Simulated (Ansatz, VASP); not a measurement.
Be4Ga2C in VASP and in Ansatz

```
Be Ga C
1.0
     3.02800   -4.10672    0.00000
     3.02800    4.10672    0.00000
    -0.29308    0.00000    3.05783
Be Ga C
4 2 1
Direct
  0.24177 0.24177 0.46426
  0.23677 0.76323 0.00000
  0.75823 0.75823 0.53574
  0.76323 0.23677 0.00000
  0.00000 0.50000 0.50000
  0.50000 0.00000 0.50000
  0.00000 0.00000 0.00000
```

Change from the starting cell: species swapped into the Li2CrCl4 type (C2/m, No. 12).

Alike in both runs: task relaxation of cell and atoms; functional PBE; k mesh 4 × 4 × 6; occupations gaussian, width 0.1 eV; no spin polarisation.

|  | VASP | Ansatz |
| --- | --- | --- |
| version | VASP 6.6.1 | Ansatz 0.2.0 |
| potentials or method | VASP PAW PBE potentials, release 64 (Be, Ga_d, C), cutoff 600 eV | scalar-relativistic, plane waves, PAW |
| valence electrons in the cell | 38 | 38 |

VASP gave:

| Item | Value |
| --- | --- |
| gap on the k mesh at the Fermi level, each at its own relaxed structure (eV) | none |
| relaxed volume (Å³/atom) | 14.31 |
| relaxed cell length with the largest relative difference (Å) | 2.804 |

Q: Which values does Ansatz return?

A: gap on the k mesh at the Fermi level, each at its own relaxed structure (eV): none; relaxed volume (Å³/atom): 13.39; relaxed cell length with the largest relative difference (Å): 2.862.

A gap of «none» marks a metal or a gap that the smearing closes. One of these differences is far larger than is usual between the two programs; its cause wasn't traced.

Noted on VASP's run: the volume moved by over 15 % at a fixed basis, so the end points are rough.
